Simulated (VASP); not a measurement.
Set up this calculation in VASP 6.6.1, as the native input.

```
Task                   : single point
Functional             : PBE
Potentials or basis    : VASP PAW PBE potentials, release 64 (W_sv, C, Si, Cl)
Cutoff                 : 520 eV
k mesh                 : 2 × 2 × 1
Occupations            : fermi-dirac, width 0.1 eV
Spin                   : no spin polarisation
Dipole correction      : no
Further INCAR settings : LREAL = Auto; ALGO = Normal; EDIFF = 1e-07; NBANDS = 104
```

The structure of SiW8C8Cl4 lies in POSCAR:

```
SiW8C8Cl4
1.0
    5.7800000000      0.0000000000      0.0000000000
   -2.8900000000      5.0056270000      0.0000000000
    0.0000000000      0.0000000000     17.2318000000
W C Si Cl
8 8 1 4
Direct
    0.0000000000      0.0000000000      0.0580322427
    0.0141864702      0.0259507950      0.2274167527
   -0.0000013485      0.4999973030      0.0580322427
    0.0106142691      0.5236506835      0.2272774754
    0.5000000000      0.0000000000      0.0580322427
    0.5054717775      0.0071719287      0.2277649462
    0.4999986515      0.4999973030      0.0580322427
    0.4980717441      0.5040327615      0.2250200211
    0.3370034948      0.1598201384      0.1302475655
    0.3325893142      0.1964589051      0.2944962221
    0.3130949185      0.6781967574      0.1380703119
    0.3322676975      0.6923208621      0.2931150547
    0.8669425943      0.2038505865      0.1421964043
    0.8317499256      0.1956797820      0.2907937650
    0.8496007094      0.6672291004      0.1333813067
    0.8379247904      0.6859879891      0.2911825810
    0.4684035350      0.4853537829      0.5507898188
    0.1192994970      0.4537893055      0.5194291949
    0.4059631990      0.1160094430      0.5275014798
    0.7657572701      0.8040750939      0.4863392101
    0.5205272832      0.5727154660      0.6673011525
```

One way to write it, as run:

INCAR

```
SYSTEM = SiW8C8Cl4
PREC = Accurate ; ENCUT = 520
EDIFF = 1E-7 ; ISMEAR = -1
SIGMA = 0.1 ; LREAL = Auto
LASPH = .True. ; NELM = 100
ALGO = Normal ; ISIF = 2
LWAVE = .False. ; LCHARG = .True.
GGA = PE ; LELF = .True.
LVHAR = .True. ; NBANDS = 104
```

KPOINTS

```
regular mesh
0
Gamma
  2 2 1
  0 0 0
```

Potentials or basis: VASP PAW PBE potentials, release 64 (W_sv, C, Si, Cl).

The run is started by

```sh
$ cat potpaw_PBE.64/W_sv/POTCAR potpaw_PBE.64/C/POTCAR potpaw_PBE.64/Si/POTCAR potpaw_PBE.64/Cl/POTCAR > POTCAR
$ mpirun -np 1 vasp_std > vasp.out
```

Results of the run:

```
Largest force          : 3.133 eV/Å
Band gap on the k mesh : zero (bands 88 and 89 overlap by 0.54 eV)
```

Caveat: the k points lie up to 0.63 Å⁻¹ apart, too coarse for converged energies and pressures of a metal; spin-orbit coupling is left out, which moves the levels of the heavy elements.

It took 8.1 min on 1 thread of Intel(R) Xeon(R) Platinum 8488C (Sapphire Rapids) (shared host), peak memory 0.69 GiB.
